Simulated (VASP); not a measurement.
Si16Ge (a cell with a defect): single point with PBE+D3(BJ)

Si16Ge (a cell with a defect):

```xyz
17
Lattice="0.0000 5.4300 5.4300 5.4300 0.0000 5.4300 5.4300 5.4300 0.0000" Properties=species:S:1:pos:R:3 pbc="T T T"
Si   -0.6978   -0.0214    0.4344
Si    0.7747    1.3619    1.3312
Si    2.2411    2.1057   -0.1815
Si    3.1675    3.6091    1.4722
Si    3.3413    1.3015    4.4446
Si    4.8226   -0.2902    3.0792
Si    5.1007    2.2675    2.6447
Si    6.2646    3.6967    4.4687
Si    0.7786    1.4468    4.5449
Si    1.2676    4.2598    4.8840
Si    2.2602    5.0495    2.9540
Si    3.6376    6.1343    4.3434
Si    2.9699    3.3836    6.2042
Si    4.2972    2.8193    8.4595
Si    4.7314    4.9772    6.1454
Si    7.1982    7.0478    7.0387
Ge    2.4923    4.9495    8.1749
```

```
Program                : VASP 6.6.1
Task                   : single point
Functional             : PBE
Dispersion             : D3(BJ)
Potentials or basis    : VASP PAW PBE potentials, release 64 (Si, Ge_d)
Cutoff                 : 520 eV
k mesh                 : 2 × 2 × 2
Occupations            : fermi-dirac, width 0.02 eV
Spin                   : no spin polarisation
Dipole correction      : no
Further INCAR settings : LREAL = Auto; ALGO = Normal; EDIFF = 1e-07; NBANDS = 53
```

```yaml
Pressure: -1.1 GPa
Largest_force: 2.642 eV/Å
Band_gap_on_the_k_mesh: zero (bands 39 and 40 overlap by 0.20 eV)
Dispersion_energy_per_atom: -0.342 eV
```

Forces on the atoms (eV/Å):
```
Si  -1.100 -1.621 -0.579
Si  -0.281  0.092  2.517
Si  -0.379  1.678  1.037
Si   2.464 -0.720 -0.623
Si   0.380  0.876  0.267
Si   1.517  0.872  0.050
Si  -0.578  0.622  0.678
Si  -0.833  0.637 -1.345
Si   0.370  0.459  0.089
Si  -1.268 -0.749  0.238
Si  -1.264  0.539 -0.879
Si   2.199  0.077 -0.038
Si   0.854 -0.251 -0.177
Si   0.349 -1.102 -0.724
Si   0.696 -0.626 -0.814
Si  -0.736 -0.918  0.336
Ge  -2.390  0.135 -0.032
```

Stress tensor (GPa, compression positive):
```
-0.68  1.38  0.51
 1.38 -1.44 -0.26
 0.51 -0.26 -1.27
```

Levels at points of the mesh, in eV from the Fermi level:
| k point | band 37 | band 38 | band 39 | band 40 | band 41 | band 42 |
| --- | --- | --- | --- | --- | --- | --- |
| (0.00, 0.00, 0.00) | -0.57 | -0.44 | -0.35 | 0.07 | 0.22 | 0.30 |
| (0.50, 0.00, 0.00) | -0.79 | -0.50 | -0.06 | 0.10 | 0.50 | 0.90 |
| (0.00, 0.50, 0.00) | -0.98 | -0.62 | -0.17 | 0.23 | 0.46 | 0.68 |
| (0.00, 0.00, 0.50) | -0.98 | -0.53 | 0.19 | 0.25 | 0.44 | 0.64 |
| (0.50, 0.50, 0.50) | -0.39 | -0.21 | -0.11 | 0.01 | 0.31 | 0.51 |
| (0.50, 0.50, 0.00) | -0.82 | -0.45 | -0.07 | 0.21 | 1.02 | 1.14 |
| (0.00, 0.50, 0.50) | -0.75 | -0.64 | -0.04 | 0.05 | 0.66 | 0.74 |
| (0.50, 0.00, 0.50) | -0.83 | -0.37 | -0.21 | -0.01 | 0.86 | 1.28 |

Run time: 2.7 min on 1 thread of Intel(R) Xeon(R) Platinum 8488C (Sapphire Rapids) (shared host), peak memory 0.48 GiB.

Caveat: the k points lie up to 0.50 Å⁻¹ apart; the atoms stand as in a frame of molecular dynamics.
